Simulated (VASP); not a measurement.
A run of VASP 6.6.1:

The input INCAR:

```
ALGO     = Normal         # electronic algorithm
EDIFF    = 1E-6           # SCF threshold, eV
ENCUT    = 500            # plane-wave cutoff, eV
GGA      = PS             # functional
GGA_COMPAT= False        
ISIF     = 2              # what is computed and relaxed
ISMEAR   = -1             # smearing method
LASPH    = True           # aspherical terms in the spheres
LCHARG   = True           # write CHGCAR
LELF     = True           # ELF
LREAL    = False          # projectors in reciprocal space
LVHAR    = True         
LWAVE    = False          # write WAVECAR
NBANDS   = 16             # bands
NELM     = 120            # most SCF steps
PREC     = Accurate       # precision mode
SIGMA    = 0.05           # smearing width, eV
```

File KPOINTS:

```
k-points
0
Gamma
  4 4 4
```

Contents of POSCAR:

```
Cs
1.0
    0.0000000000      3.4558240215      3.4558240215
    3.4558240215      0.0000000000      3.4558240215
    3.4558240215      3.4558240215      0.0000000000
Cs
2
Direct
    1.0000000000      1.0000000000      1.0000000000
    0.2500000000      0.2500000000      0.2500000000
```

Potentials or basis: VASP PAW PBE potentials, release 64 (Cs_sv).

Launch:

```console
$ cat potpaw_PBE.64/Cs_sv/POTCAR > POTCAR
$ mpirun -np 1 vasp_std > vasp.out
```

Hardware: 1 thread of Intel(R) Xeon(R) 6975P-C (Granite Rapids), on a shared host.

Task: Estimate the wall time of this run.

Result: Wall time 7.2 s on 1 thread of Intel(R) Xeon(R) 6975P-C (Granite Rapids) (shared host), peak memory 0.19 GiB. Counts: scf iterations 11, k points 8.
